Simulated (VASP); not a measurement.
# S (R-3m) in VASP: a series of runs

Runs on S. Level: PBE. Tasks: single point, relaxation of cell and atoms.

Program: VASP 6.6.1. These are calculated values, not measurements. Logs are shortened: lines on timing, memory, paths and dates and some standing lists are left out, and cuts for length are marked.

### 1 The cell of the first run

It takes space group R-3m (No. 166, trigonal). The conventional cell has a = 3.390 Å, b = 3.390 Å, c = 2.633 Å, α = 90.00°, β = 90.00°, γ = 120.00°. Within 2.8 Å of S (site symmetry -3m) lie 14 S at 2.15 to 2.63 Å.

### 2 Single point, PBE

INCAR

```
  PREC = Accurate
  ENCUT = 500
  EDIFF = 1E-6
  ISMEAR = 0
  SIGMA = 0.1
  LREAL = F
  LASPH = T
  NELM = 120
  ALGO = Normal
  ISIF = 2
  LWAVE = F
  LCHARG = F
  GGA = PE
  NBANDS = 9
  GGA_COMPAT = F
```

KPOINTS

```
regular mesh
0
Gamma
  9 9 9
```

POSCAR

```
S
1.0
    1.6951927729      0.9787200038      0.8775090794
   -1.6951927729      0.9787200038      0.8775090794
    0.0000000000     -1.9574400075      0.8775090795
S
1
Direct
    0.0000000000      0.0000000000      0.0000000000
```

Potentials or basis: VASP PAW PBE potentials, release 64 (S).

Run with:

```console
cat potpaw_PBE.64/S/POTCAR > POTCAR
mpirun -np 1 vasp_std > vasp.out
```

OUTCAR:

```text
PREC = Accurate
   ENCUT = 500
   EDIFF = 1E-6
   ISMEAR = 0
   LREAL = F
   LASPH = T
   NELM = 120
   ISIF = 2
   GGA = PE

 ion  position               nearest neighbor table
   1  0.000  0.000  0.000-

  LATTYP: Found a trigonal (rhomboedric) cell.
 ALAT       =     2.1451325291
 COS(alpha) =    -0.2489927653

  Lattice vectors:

 A1 = (   1.6951927729,   0.9787200038,   0.8775090794)
 A2 = (  -1.6951927729,   0.9787200038,   0.8775090794)
 A3 = (   0.0000000000,  -1.9574400075,   0.8775090795)

Analysis of symmetry for initial positions (statically):
=====================================================================
 Subroutine PRICEL returns:
 Original cell was already a primitive cell.

 Routine SETGRP: Setting up the symmetry group for a
 trigonal (rhombohedral) supercell.

 Subroutine GETGRP returns: Found 12 space group operations
 (whereof 12 operations were pure point group operations)
 out of a pool of 12 trial point group operations.

The static configuration has the point symmetry D_3d.

Analysis of symmetry for dynamics (positions and initial velocities):
=====================================================================
 Subroutine PRICEL returns:
 Original cell was already a primitive cell.

 Routine SETGRP: Setting up the symmetry group for a
 trigonal (rhombohedral) supercell.

 Subroutine GETGRP returns: Found 12 space group operations
 (whereof 12 operations were pure point group operations)
 out of a pool of 12 trial point group operations.

The dynamic configuration has the point symmetry D_3d.

 Subroutine INISYM returns: Found 12 space group operations
 (whereof 12 operations are pure point group operations),
 and found     1 'primitive' translations

----------------------------------------------------------------------------------------

                                     Primitive cell

  volume of cell :       8.7354

  direct lattice vectors                    reciprocal lattice vectors
     1.695192773  0.978720004  0.877509079     0.294951706  0.170290447  0.379863116
    -1.695192773  0.978720004  0.877509079    -0.294951706  0.170290447  0.379863116
     0.000000000 -1.957440008  0.877509080     0.000000000 -0.340580893  0.379863116

  length of vectors
     2.145132529  2.145132529  2.145132529     0.510187546  0.510187546  0.510187546

  position of ions in fractional coordinates (direct lattice)
     0.000000000  0.000000000  0.000000000

  ion indices of the primitive-cell ions
   primitive index   ion index
                 1           1

----------------------------------------------------------------------------------------

 KPOINTS: regular mesh

Automatic generation of k-mesh.
 Grid dimensions read from file:
 generate k-points for:    9    9    9

 Generating k-lattice:

  Cartesian coordinates                     Fractional coordinates (reciprocal lattice)
     0.032772412  0.018921161  0.042207013     0.111111111 -0.000000000  0.000000000
    -0.032772412  0.018921161  0.042207013    -0.000000000  0.111111111  0.000000000
     0.000000000 -0.037842321  0.042207013     0.000000000  0.000000000  0.111111111

  Length of vectors
     0.056687505  0.056687505  0.056687505

  Shift w.r.t. Gamma in fractional coordinates (k-lattice)
     0.000000000  0.000000000  0.000000000

 Subroutine IBZKPT returns following result:
 ===========================================

 Found     85 irreducible k-points:

 Following reciprocal coordinates:
            Coordinates               Weight
  0.000000  0.000000  0.000000      1.000000
  0.111111  0.000000 -0.000000      6.000000
  0.222222  0.000000 -0.000000      6.000000
  0.333333  0.000000 -0.000000      6.000000
  0.444444  0.000000 -0.000000      6.000000
  0.111111  0.111111 -0.000000      6.000000
[... 16 lines left out ...]
 -0.333333  0.333333  0.000000      6.000000
  0.444444  0.444444 -0.000000      6.000000
 [... further k-points ...]
   k-points           NKPTS =     85   k-points in BZ     NKDIM =     85   number of bands    NBANDS=      9
   number of dos      NEDOS =    301   number of ions     NIONS =      1
   total plane-waves  NPLWV =   4096
   dimension x,y,z NGX =    16 NGY =   16 NGZ =   16
   dimension x,y,z NGXF=    32 NGYF=   32 NGZF=   32
   ions per type =               1
   NGX,Y,Z   is equivalent  to a cutoff of  12.40, 12.40, 12.40 a.u.
   NGXF,Y,Z  is equivalent  to a cutoff of  24.80, 24.80, 24.80 a.u.
 SYSTEM =  unknown system
   PREC   = accura    normal or accurate (medium, high low for compatibility)
   ISTART =      0    job   : 0-new  1-cont  2-samecut
   ICHARG =      2    charge: 1-file 2-atom 10-const
   ISPIN  =      1    spin polarized calculation?
   LNONCOLLINEAR =      F non collinear calculations
   LSORBIT =      F    spin-orbit coupling
   LASPH  =      T    aspherical Exc in radial PAW
   ENCUT  =  500.0 eV  36.75 Ry    6.06 a.u.   3.91  3.91  3.91*2*pi/ulx,y,z
[... 24 lines left out ...]
  Thomas-Fermi vector in A             =   2.562732
   LORBIT       =      0    0 simple, 1 ext, 2 COOP (PROOUT), +10 PAW based schemes
   GGA     = PE    functional components
   LHFCALC =     F    Hartree Fock is set to
   AEXX    =    0.0000 exact exchange contribution
   IVDW    =     0    specifies the selected vdW correction
   LEPSILON=     F    determine dielectric tensor
   LRPA    =     F    only Hartree local field effects (RPA)
 non-spin polarized calculation
 Gauss-broadening in eV      SIGMA  =   0.10
  energy-cutoff  :      500.00
  volume of cell :        8.74
 maximum number of plane-waves:       231
   NGX =  7   NGY =  7   NGZ =  7

 number of electron       6.0000001 magnetization

 Free energy of the ion-electron system (eV)
  ---------------------------------------------------
  ext. energy  EPLUGINS =         0.00000000
  ---------------------------------------------------
  free energy    TOTEN  =        -1.02033883 eV

  energy without entropy =       -1.01940220  energy(sigma->0) =       -1.01987051

 E-fermi :  18.9647     XC(G=0): -14.0991

 val. band max:       18.9148032427   @ k =   0.1111   0.1111  -0.0000
 cond. band min:      19.0469863923   @ k =  -0.4444   0.3333   0.2222
 fundamental gap:      0.1321831496
 Fermi energy:        18.9646671732

 k-point     1 :       0.0000    0.0000    0.0000
  band No.  band energies     occupation
      1      -6.4276      2.00000
      2      23.3457      0.00000
      3      26.5783      0.00000
      4      26.5783      0.00000
      5      27.4960      0.00000
      6      27.4960      0.00000
      7      34.6143      0.00000
      8      40.4851      0.00000
      9      40.4851      0.00000

 k-point     2 :       0.1111    0.0000   -0.0000
  band No.  band energies     occupation
      1      -5.9817      2.00000
      2      20.3616      0.00000
      3      23.9407      0.00000
      4      25.5212      0.00000
      5      28.5593      0.00000
      6      32.1216      0.00000
      7      34.8600      0.00000
      8      38.9268      0.00000
      9      39.4891      0.00000

 k-point     3 :       0.2222    0.0000   -0.0000
  band No.  band energies     occupation
      1      -4.6528      2.00000
      2      14.7394      2.00000
      3      23.1678      0.00000
      4      24.6065      0.00000
      5      28.7942      0.00000
      6      33.0560      0.00000
      7      36.9996      0.00000
      8      38.2353      0.00000
      9      40.7236      0.00000

 k-point     4 :       0.3333    0.0000   -0.0000
  band No.  band energies     occupation
      1      -2.4766      2.00000
      2       9.4844      2.00000
      3      22.6648      0.00000
      4      24.3401      0.00000
      5      27.4839      0.00000
      6      31.2456      0.00000
      7      40.0413      0.00000
      8      41.2180      0.00000
      9      43.1798      0.00000
[... 205 lines left out ...]
 k-point    22 :      -0.4444    0.3333    0.0000
  band No.  band energies     occupation
      1       1.0952      2.00000
      2      10.6680      2.00000
      3      13.3609      2.00000
      4      23.6726      0.00000
      5      25.8421      0.00000
      6      31.4026      0.00000
      7      36.5343      0.00000
      8      39.7450      0.00000
      9      46.1824      0.00000

 k-point    23 :      -0.3333    0.3333    0.0000
  band No.  band energies     occupation
      1      -1.0733      2.00000
      2      13.7894      2.00000
      3      15.9982      2.00000
      4      22.1324      0.00000
      5      26.2732      0.00000
      6      31.3116      0.00000
      7      36.1778      0.00000
      8      36.9176      0.00000
      9      45.7832      0.00000

 k-point    24 :       0.4444    0.4444   -0.0000
  band No.  band energies     occupation
      1       5.5891      2.00000
      2       5.6573      2.00000
      3      12.3699      2.00000
      4      23.0383      0.00000
      5      25.7042      0.00000
      6      31.2686      0.00000
      7      38.1864      0.00000
      8      40.9289      0.00000
      9      45.1348      0.00000

 [... further k-points ...]

------------------------ aborting loop because EDIFF is reached ----------------------------------------

  FORCE on cell =-STRESS in cart. coord.  units (eV):
  Direction    XX          YY          ZZ          XY          YZ          ZX
  --------------------------------------------------------------------------------------
  -------------------------------------------------------------------------------------
  Total        8.6274941      8.6274941      8.5545091      0.0000000      0.0000000      0.0000000
  in kB     1582.3947246   1582.3947246   1569.0083241      0.0000000      0.0000000      0.0000000
  external PRESSURE =    1577.9325911 kB  Pullay stress =       0.0000000 kB

 VOLUME and BASIS-vectors are now :
 -----------------------------------------------------------------------------
  energy-cutoff  :      500.00
  volume of cell :        8.74
      direct lattice vectors                 reciprocal lattice vectors
     1.695192773  0.978720004  0.877509079     0.294951706  0.170290447  0.379863116
    -1.695192773  0.978720004  0.877509079    -0.294951706  0.170290447  0.379863116
     0.000000000 -1.957440008  0.877509080     0.000000000 -0.340580893  0.379863116

 POSITION                                       TOTAL-FORCE (eV/Angst)
 -----------------------------------------------------------------------------------
      0.00000      0.00000      0.00000         0.000000      0.000000     -0.000000
 -----------------------------------------------------------------------------------
    total drift:                               -0.000000      0.000000      0.000000

  FREE ENERGIE OF THE ION-ELECTRON SYSTEM (eV)
  ---------------------------------------------------
  free  energy   TOTEN  =        -1.0203388252 eV

  energy  without entropy=       -1.0194021981  energy(sigma->0) =       -1.01987051
```

Run time: 3.2 s. Hardware: 1 thread of Intel Xeon Platinum 8375C at 2.90GHz (Ice Lake), shared host; peak memory 0.11 GiB.

Results:

* Free energy: -1.0203 eV
* Pressure: 157.8 GPa
* Band gap on the k mesh: zero (bands 3 and 4 overlap by 13.84 eV)

Stress tensor (GPa, compression positive):
```
158.24   0.00   0.00
  0.00 158.24   0.00
  0.00   0.00 156.90
```

Caveat: the cell stands under pressure.

### 3 Single point, PBE

This run uses another cell than the first one, of 8.79 Å³/atom.

INCAR

```
  PREC = Accurate
  ENCUT = 500
  EDIFF = 1E-6
  ISMEAR = 0
  SIGMA = 0.1
  LREAL = False
  LASPH = True
  NELM = 120
  ALGO = Normal
  ISIF = 2
  LWAVE = False
  LCHARG = False
  GGA = PE
  NBANDS = 9
  GGA_COMPAT = False
```

KPOINTS

```
regular mesh
0
Gamma
  12 12 12
```

POSCAR

```
S
1.0
    1.6859071721      0.9733589597      0.8922979365
   -1.6859071721      0.9733589597      0.8922979365
    0.0000000000     -1.9467179193      0.8922979366
S
1
Direct
    0.0000000000      0.0000000000      0.0000000000
```

Potentials or basis: VASP PAW PBE potentials, release 64 (S).

Run with:

```console
cat potpaw_PBE.64/S/POTCAR > POTCAR
mpirun -np 1 vasp_std > vasp.out
```

Run time: 5.5 s. Hardware: 1 thread of Intel Xeon Platinum 8375C at 2.90GHz (Ice Lake), shared host; peak memory 0.12 GiB.

Results (log left out):

```
Free energy            : -1.0827 eV
Pressure               : 158.9 GPa
Band gap on the k mesh : zero (bands 3 and 4 overlap by 13.91 eV)
```

Stress tensor (GPa, compression positive):
```
158.71   0.00   0.00
  0.00 158.71   0.00
  0.00   0.00 159.37
```

Levels at points of the mesh, in eV from the Fermi level:
```csv
k point,band 1,band 2,band 3,band 4,band 5,band 6,band 7,band 8
"(0.00, 0.00, 0.00)",-25.41,4.08,7.29,7.29,8.11,8.11,15.75,21.88
"(0.50, 0.00, 0.00)",-17.86,-15.10,3.63,6.25,6.43,11.18,23.78,25.47
"(0.50, 0.50, 0.00)",-13.53,-13.43,-4.68,0.94,7.39,11.66,19.46,22.54
"(0.50, 0.50, 0.50)",-7.84,-7.84,-5.36,-3.91,-0.54,-0.54,17.25,21.37
```

Caveat: the cell stands under pressure.

### 4 Relaxation of cell and atoms, PBE, target pressure 160 GPa, at which the enthalpy is minimised

This run uses another cell than the first one, of 8.79 Å³/atom.

INCAR

```
SYSTEM = S
PREC     = Accurate       ! precision mode
ENCUT    = 500            ! plane-wave cutoff, eV
EDIFF    = 1E-7           ! SCF threshold, eV
ISMEAR   = 0              ! smearing method
SIGMA    = 0.1            ! smearing width, eV
LREAL    = .False.        ! projectors in reciprocal space
LASPH    = .True.         ! aspherical terms in the spheres
NELM     = 120            ! most SCF steps
ALGO     = Normal         ! electronic algorithm
ISIF     = 3              ! what is computed and relaxed
LWAVE    = .False.        ! write WAVECAR
LCHARG   = .False.        ! write CHGCAR
GGA      = PE             ! functional
IBRION   = 2              ! ionic algorithm
NSW      = 80             ! ionic steps
EDIFFG   = -0.05          ! ionic threshold
PSTRESS  = 1600.0       
GGA_COMPAT= .False.      
NELMIN   = 4
```

KPOINTS

```
Automatic mesh
0
Gamma
  9 9 9
  0 0 0
```

POSCAR is that of step 3.

Run with:

```console
cat potpaw_PBE.64/S/POTCAR > POTCAR
mpirun -np 1 vasp_std > vasp.out
```

Run time: 12 s. Hardware: 1 thread of Intel Xeon Platinum 8375C at 2.90GHz (Ice Lake), shared host; peak memory 0.11 GiB.

The run converged. Its results:

* Free energy: -0.9855 eV
* Relaxed volume: 8.70 Å³/atom
* Relaxed cell: a = 2.143 Å, b = 2.143 Å, c = 2.143 Å, α = 104.47°, β = 104.47°, γ = 104.47°
* Space group after relaxing (to 0.1 Å): R-3m (No. 166)
* Energy change on relaxing (the run minimises the enthalpy): +76.1 meV/atom
* Ionic steps: 6
* Pressure after relaxing: 160.1 GPa
* Band gap on the k mesh: zero (bands 3 and 4 overlap by 13.93 eV)

Stress tensor (GPa, compression positive):
```
160.00   0.00   0.00
  0.00 160.00   0.00
  0.00   0.00 160.23
```

The path:
```tsv
step	energy change (eV)	largest force (eV/Å)	pressure (GPa)	volume (Å³)
1	0.0000	0.0000	156.38	8.79
2	0.2600	0.0000	171.39	8.53
3	0.1033	0.0000	162.08	8.67
4	0.1104	0.0000	162.52	8.67
5	-0.0185	0.0000	153.39	8.80
6	0.0761	0.0000	160.08	8.70
```

Final structure:
```
S
1.0
     1.69404    0.97806    0.87516
    -1.69404    0.97806    0.87516
     0.00000   -1.95611    0.87516
S
1
Direct
  0.00000 0.00000 0.00000
```

Levels at points of the mesh, in eV from the Fermi level:
| k point | band 1 | band 2 | band 3 | band 4 | band 5 | band 6 | band 7 |
| --- | --- | --- | --- | --- | --- | --- | --- |
| (0.00, 0.00, 0.00) | -25.47 | 4.42 | 7.66 | 7.66 | 8.55 | 8.55 | 15.64 |

Caveat: the cell is relaxed towards a set pressure, so the run minimises the enthalpy, not the energy.

### 5 Relaxation of cell and atoms, PBE, target pressure 160 GPa, at which the enthalpy is minimised

This run uses another cell than the first one, of 8.01 Å³/atom.

INCAR

```
PREC     = Accurate       # precision mode
ENCUT    = 500            # plane-wave cutoff, eV
EDIFF    = 1E-7           # SCF threshold, eV
ISMEAR   = 0              # smearing method
SIGMA    = 0.1            # smearing width, eV
LREAL    = F              # projectors in reciprocal space
LASPH    = T              # aspherical terms in the spheres
NELM     = 120            # most SCF steps
ALGO     = Normal         # electronic algorithm
ISIF     = 3              # what is computed and relaxed
LWAVE    = F              # write WAVECAR
LCHARG   = F              # write CHGCAR
GGA      = PE             # functional
IBRION   = 2              # ionic algorithm
NSW      = 80             # ionic steps
EDIFFG   = -0.05          # ionic threshold
PSTRESS  = 1600.0       
GGA_COMPAT= F            
NELMIN   = 4
```

KPOINTS

```
Automatic mesh
0
Gamma
  12 12 12
```

POSCAR

```
S
1.0
    1.6385000000      0.9459884161      0.8613333333
   -1.6385000000      0.9459884161      0.8613333333
    0.0000000000     -1.8919768321      0.8613333333
S
1
Direct
    0.0000000000      0.0000000000      0.0000000000
```

Run with:

```console
cat potpaw_PBE.64/S/POTCAR > POTCAR
mpirun -np 1 vasp_std > vasp.out
```

Wall time 20 s (1 thread of Intel Xeon Platinum 8375C at 2.90GHz (Ice Lake), shared host); peak memory 0.12 GiB.

The run converged. Its results:

- Free energy: -1.0793 eV
- Relaxed volume: 8.78 Å³/atom
- Relaxed cell: a = 2.141 Å, b = 2.141 Å, c = 2.141 Å, α = 103.84°, β = 103.84°, γ = 103.84°
- Space group after relaxing (to 0.1 Å): R-3m (No. 166)
- Energy change on relaxing (the run minimises the enthalpy): -890.0 meV/atom
- Ionic steps: 7
- Pressure after relaxing: 159.1 GPa
- Band gap on the k mesh: zero (bands 3 and 4 overlap by 13.89 eV)

The path:
| step | energy change (eV) | largest force (eV/Å) | pressure (GPa) | volume (Å³) |
| --- | --- | --- | --- | --- |
| 1 | 0.0000 | 0.0000 | 212.01 | 8.01 |
| 2 | -2.5089 | 0.0000 | 54.36 | 11.42 |
| 3 | -0.9466 | 0.0000 | 155.13 | 8.84 |
| 4 | -0.8676 | 0.0000 | 160.22 | 8.76 |
| 5 | -0.8830 | 0.0000 | 159.23 | 8.78 |
| 6 | -0.8933 | 0.0000 | 159.18 | 8.79 |
| 7 | -0.8900 | 0.0000 | 159.14 | 8.78 |

Final structure:
```
S
1.0
     1.68518    0.97294    0.89283
    -1.68518    0.97294    0.89283
     0.00000   -1.94588    0.89283
S
1
Direct
  0.00000 0.00000 0.00000
```

Levels at points of the mesh, in eV from the Fermi level:
| k point | band 1 | band 2 | band 3 | band 4 | band 5 | band 6 | band 7 |
| --- | --- | --- | --- | --- | --- | --- | --- |
| (0.00, 0.00, 0.00) | -25.42 | 4.07 | 7.28 | 7.28 | 8.09 | 8.09 | 15.76 |
| (0.50, 0.00, 0.00) | -17.87 | -15.11 | 3.64 | 6.26 | 6.43 | 11.19 | 23.76 |
| (0.50, 0.50, 0.00) | -13.53 | -13.43 | -4.70 | 0.91 | 7.41 | 11.67 | 19.45 |
| (0.50, 0.50, 0.50) | -7.85 | -7.85 | -5.36 | -3.91 | -0.55 | -0.55 | 17.21 |

Caveat: the cell is relaxed towards a set pressure, so the run minimises the enthalpy, not the energy. PBE usually gives volumes a little too large and moduli too small.

### 6 Summary

| task | cell | k mesh | gap on the mesh (eV) | pressure (GPa) |
| --- | --- | --- | --- | --- |
| single point | a = 2.145 Å, angles 104.4°, 1 atom | 9 × 9 × 9 | none | 157.8 |
| single point | a = 2.141 Å, angles 103.9°, 1 atom | 12 × 12 × 12 | none | 158.9 |
| relaxation of cell and atoms | relaxed to 160 GPa from a = 2.141 Å, angles 103.9°, 1 atom | 9 × 9 × 9 | none | 160.1 |
| relaxation of cell and atoms | relaxed to 160 GPa from a = 2.079 Å, angles 104.0°, 1 atom | 12 × 12 × 12 | none | 159.1 |

Alike in all rows: level PBE; potentials or basis VASP PAW PBE potentials, release 64 (S); no spin polarisation; cutoff (eV) 500; smearing gaussian 0.1 eV.

Caveats: the cell stands under pressure (at least some runs); the cell is relaxed towards a set pressure, so the run minimises the enthalpy, not the energy (at least some runs).

Total energies depend on the potentials used, so only differences within one code and one set of settings carry meaning.
